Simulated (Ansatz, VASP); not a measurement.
**MnSi: VASP beside Ansatz**

The input INCAR:

```
SYSTEM = MnSi
ALGO = Normal ; EDIFF = 1E-7
ENCUT = 520 ; GGA = PE
ISIF = 2 ; ISMEAR = 0
ISPIN = 2 ; LASPH = .TRUE.
LCHARG = .FALSE. ; LMAXMIX = 4
LORBIT = 11 ; LREAL = .FALSE.
LWAVE = .FALSE. ; MAGMOM = 4 4 0 0
NBANDS = 29 ; NELM = 150
PREC = Accurate ; SIGMA = 0.1
```

The input KPOINTS:

```
k-points
0
G
  6 6 4
  0 0 0
```

Contents of POSCAR:

```
MnSi
1.0
    3.7511943800      0.0000000000      0.0000000000
   -1.8755971900      3.2486296300      0.0000000000
    0.0000000000      0.0000000000      4.9053882500
Mn Si
2 2
Direct
    0.3333333300      0.6666666700      0.7500000000
    0.6666666700      0.3333333300      0.2500000000
    0.0000000000      0.0000000000      0.0000000000
    0.0000000000      0.0000000000      0.5000000000
```

Input for Ansatz:

```yaml
crystal:
  lattice:
    - [3.75119438, 0.0, 0.0]
    - [-1.87559719, 3.24862963, 0.0]
    - [0.0, 0.0, 4.90538825]
  atoms:
    - { symbol: Mn, position: [0.33333333, 0.66666667, 0.75], spin: 4.0 }
    - { symbol: Mn, position: [0.66666667, 0.33333333, 0.25], spin: 4.0 }
    - { symbol: Si, position: [0.0, 0.0, 0.0] }
    - { symbol: Si, position: [0.0, 0.0, 0.5] }
basis:
  ecutwfc: 420
kpoints:
  mp_grid: { grid: [6, 6, 4] }
hamiltonian:
  xc: pbe
scf:
  occupations: { method: gaussian, width: 0.1 }
  lower_state_search: "off"
output:
  forces: true
  stress: true
  eigenvalues: true
  populations: true
magnetization:
  spin_polarized: true
```

Alike in both runs: task single point; functional PBE; k mesh 6 × 6 × 4; occupations gaussian, width 0.1 eV; collinear spin.

|  | VASP | Ansatz |
| --- | --- | --- |
| version | VASP 6.6.1 | Ansatz 0.2.0 |
| potentials or method | VASP PAW PBE potentials, release 64 (Mn_pv, Si), cutoff 520 eV | scalar-relativistic, plane waves, PAW |
| valence electrons in the cell | 34 | 38 |

VASP gave:

| Item | Value |
| --- | --- |
| gap on the k mesh at the Fermi level (eV) | none |
| pressure (GPa) | -4.5 |
| traceless stress, the component that is largest in VASP (GPa) | 1.05 |
| net moment per atom (μB) | 1.39 |
| size of the moment on the site where the two differ most (μB) | 2.87 |

Problem. What did Ansatz give for the same quantities?

Solution. gap on the k mesh at the Fermi level (eV): none; pressure (GPa): -4.6; traceless stress, the component that is largest in VASP (GPa): 1.09; net moment per atom (μB): 1.39; size of the moment on the site where the two differ most (μB): 2.79.

Site moments also hang on the region over which each program counts them. A gap of «none» marks a metal or a gap that the smearing closes. The functional is the same, so the differences come from potentials, cutoffs and numerics. VASP's potentials hold 34 valence electrons a cell and Ansatz's 38, so a difference there can come from the potentials and not from the codes.
